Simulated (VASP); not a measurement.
Input of a VASP 6.6.1 run:

File POSCAR:

```
WS2
1.0
    6.4273630000      0.0000000000      0.0000000000
    5.6515424698      3.0612191763      0.0000000000
    5.6515424698      1.4322994933      2.7054724184
W S
1 2
Direct
    0.0000000000      0.0000000000      0.0000000000
    0.2497000000      0.2497000000      0.2497000000
    0.4190000000      0.4190000000      0.4190000000
```

Contents of INCAR.step1:

```
PREC = Accurate ; ENCUT = 520
ISMEAR = -1 ; SIGMA = 0.1
LREAL = False ; LASPH = True
NELM = 60 ; NBANDS = 20
GGA = PE ; ALGO = Normal
EDIFF = 1E-4 ; LWAVE = True
LCHARG = False
```

INCAR.step2

```
PREC = Accurate ; ENCUT = 520
EDIFF = 1E-6 ; ISMEAR = -1
SIGMA = 0.1 ; LREAL = False
LASPH = True ; NELM = 60
ALGO = Normal ; ISIF = 2
LWAVE = False ; LCHARG = True
METAGGA = R2SCAN ; LMIXTAU = True
LELF = True ; LVHAR = True
NBANDS = 20 ; ISTART = 1
```

File KPOINTS:

```
regular mesh
0
Gamma
  12 12 12
```

Potentials or basis: VASP PAW PBE potentials, release 64 (W_sv, S).

Run with:

```console
$ cat potpaw_PBE.64/W_sv/POTCAR potpaw_PBE.64/S/POTCAR > POTCAR
$ cp INCAR.step1 INCAR
$ mpirun -np 1 vasp_std > vasp.out
$ cp INCAR.step2 INCAR
$ mpirun -np 1 vasp_std > vasp.out
```

Question: What does it give for the band gap on the k mesh?

Answer: 1.14 eV, indirect (least direct gap 2.03 eV).

Question: What does it give for the largest force?

Answer: 0.621 eV/Å.

Question: Estimate the pressure.

Answer: 2.8 GPa.

Forces on the atoms (eV/Å):
```
W    0.595  0.151  0.091
S   -0.268 -0.068 -0.041
S   -0.327 -0.083 -0.050
```

Caveat: the PAW data sets were made with another functional, which shifts forces and pressure a little; spin-orbit coupling is left out, which moves the levels of the heavy elements. r2SCAN opens gaps a little over a GGA but as a rule still falls short of measured ones.
